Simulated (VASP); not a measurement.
Runs of VASP 6.6.1 on TaF3. The structure is that of space group R-3m (No. 166), or close to it. The cells are those of the table. 

```tsv
cell	gap on the mesh (eV)	pressure (GPa)
a = 4.102 Å, angles 105.7°, 4 atoms	none	(a)
a = 3.923 Å, angles 95.9°, 4 atoms	none	17.0
a = 4.173 Å, angles 67.3°, 4 atoms	none	-5.3
a = 3.931 Å, angles 82.7°, 4 atoms	none	15.8
```

Alike in all rows: task single point; level PBEsol; potentials or basis VASP PAW PBE potentials, release 64 (Ta_pv, F); no spin polarisation; k mesh 14 × 14 × 14; cutoff (eV) 520; smearing gaussian 0.15 eV.

Q: Fill in the values left out.

A: (a) -3.2.

Caveats: the PAW data sets were made with another functional, which shifts forces and pressure a little; spin-orbit coupling is left out, which moves the levels of the heavy elements.

A k mesh can miss the band edges, and the runs leave out spin-orbit coupling on Ta.

A gap of «none» marks levels without a gap at the run's occupations.
